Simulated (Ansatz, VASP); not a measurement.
## Ir3Ru2: VASP beside Ansatz

```
Ru Ir
1.0
     2.75580    0.00000    0.00000
    -1.37790    2.38659    0.00000
     0.00000    0.00000   21.69532
Ru Ir
4 6
Direct
  0.66667 0.33333 0.79911
  0.66667 0.33333 0.20089
  0.66667 0.33333 0.39999
  0.66667 0.33333 0.60001
  0.66667 0.33333 0.00000
  0.33333 0.66667 0.69958
  0.33333 0.66667 0.89725
  0.33333 0.66667 0.10275
  0.33333 0.66667 0.30042
  0.33333 0.66667 0.50000
```

Alike in both runs: functional PBE; k mesh 6 × 6 × 1; occupations gaussian, width 0.1 eV; no spin polarisation.

Ansatz relaxed the structure, and its values are those at the end. VASP's run is a single point on that final structure, the one shown.

```csv
,VASP,Ansatz
version,VASP 6.6.1,Ansatz 0.2.0
potentials or method,"VASP PAW PBE potentials, release 64 (Ru_pv, Ir), cutoff 520 eV","scalar-relativistic, plane waves, PAW"
valence electrons in the cell,110,166
```

VASP gave:

| Item | Value |
| --- | --- |
| gap on the k mesh at the Fermi level (eV) | none |
| pressure (GPa) | 0.3 |

Which values does Ansatz return?

gap on the k mesh at the Fermi level (eV): none; pressure (GPa): 0.0.

A gap of «none» marks a metal or a gap that the smearing closes. VASP's potentials hold 110 valence electrons a cell and Ansatz's 166, so a difference there can come from the potentials and not from the codes.

The k mesh is coarse, so the values compare programs but aren't converged. Neither program's run includes spin-orbit coupling.
